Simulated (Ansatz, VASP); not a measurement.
**AgPt3 in VASP and in Ansatz**

INCAR

```
SYSTEM = AgPt3
ALGO = Normal
EDIFF = 1E-8
ENCUT = 520
GGA = CA
ISIF = 2
ISMEAR = -1
LASPH = .TRUE.
LCHARG = .FALSE.
LEFG = .TRUE.
LREAL = .FALSE.
LWAVE = .FALSE.
NBANDS = 28
NELM = 60
PREC = Accurate
SIGMA = 0.08
```

File KPOINTS:

```
k-points
0
G
  9 9 9
  0 0 0
```

Contents of POSCAR:

```
AgPt3
1.0
    3.9000000000      0.0195000000      0.0195000000
    0.0195000000      3.9000000000      0.0195000000
    0.0195000000      0.0195000000      3.9000000000
Ag Pt
1 3
Direct
    0.0000000000      0.0000000000      0.0000000000
    0.0000000000      0.5000000000      0.5000000000
    0.5000000000      0.0000000000      0.5000000000
    0.5000000000      0.5000000000      0.0000000000
```

Input for Ansatz:

```yaml
crystal:
  lattice:
    - [3.9, 0.0195, 0.0195]
    - [0.0195, 3.9, 0.0195]
    - [0.0195, 0.0195, 3.9]
  atoms:
    - { symbol: Ag, position: [0.0, 0.0, 0.0] }
    - { symbol: Pt, position: [0.0, 0.5, 0.5] }
    - { symbol: Pt, position: [0.5, 0.0, 0.5] }
    - { symbol: Pt, position: [0.5, 0.5, 0.0] }
kpoints:
  mp_grid: { grid: [9, 9, 9] }
scf:
  occupations: { method: fermi_dirac, width: 0.08 }
hamiltonian:
  xc: lda
  pseudopotentials: { kind: all_electron, datasets: crystal }
output:
  forces: true
  stress: true
  eigenvalues: true
  efg: { contact_densities: true }
```

Change from the starting cell: equal xy, yz and zx shear strains of +1 %, crystal datasets.

Alike in both runs: task electric field gradients; functional LDA; k mesh 9 × 9 × 9; occupations fermi-dirac, width 0.08 eV; no spin polarisation.

|  | VASP | Ansatz |
| --- | --- | --- |
| version | VASP 6.6.1 | Ansatz 0.2.0 |
| potentials or method | VASP PAW LDA potentials, release 64 (Ag, Pt), cutoff 520 eV | all-electron PAW with datasets made for the crystal, scalar-relativistic |

```csv
,VASP,Ansatz,Ansatz less VASP
pressure (GPa),3.0,2.4,-0.59
"traceless stress, the component that is largest in VASP (GPa)",-1.12,-1.11,+0.012
size of Vzz on the site where it differs most (V/Å²),18.1,10.7,-7.34
```

LDA's correlation is that of Perdew and Zunger in VASP and of Perdew and Wang (1992) in Ansatz. Ansatz ran all-electron here, and VASP with PAW potentials.

Neither program's run includes spin-orbit coupling.
